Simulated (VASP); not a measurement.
A run of VASP 6.6.1:

File INCAR:

```
SYSTEM = MgF2
PREC = Accurate
ENCUT = 840
EDIFF = 1E-6
ISMEAR = 0
SIGMA = 0.02
LREAL = .False.
LASPH = .True.
NELM = 120
ALGO = Normal
ISIF = 2
LWAVE = .False.
LCHARG = .True.
GGA = PE
LELF = .True.
LVHAR = .True.
NBANDS = 33
GGA_COMPAT = .False.
```

KPOINTS

```
regular mesh
0
Gamma
  6 6 8
  0 0 0
```

Contents of POSCAR:

```
MgF2
1.0
    4.6978727317      0.0000000000      0.0000000000
    0.0000000000      4.6978727317      0.0000000000
    0.0000000000      0.0000000000      3.0925789171
Mg F
2 4
Direct
    0.0000000000      0.0000000000      0.0000000000
    0.5000000000      0.5000000000      0.5000000000
    0.3035692820      0.3035692820      0.0000000000
    0.1964307180      0.8035692820      0.5000000000
    0.6964307180      0.6964307180      0.0000000000
    0.8035692820      0.1964307180      0.5000000000
```

Potentials or basis: VASP PAW PBE potentials, release 64 (Mg_sv, F).

Launch:

```console
$ cat potpaw_PBE.64/Mg_sv/POTCAR potpaw_PBE.64/F/POTCAR > POTCAR
$ mpirun -np 1 vasp_std > vasp.out
```

Hardware: 1 thread of Intel(R) Xeon(R) Platinum 8488C (Sapphire Rapids), with other jobs on the host.

Question: Estimate the wall time of this run.

Answer: Wall time 2.1 min on 1 thread of Intel(R) Xeon(R) Platinum 8488C (Sapphire Rapids) (shared host), peak memory 0.36 GiB. Counts: scf iterations 12, k points 50.
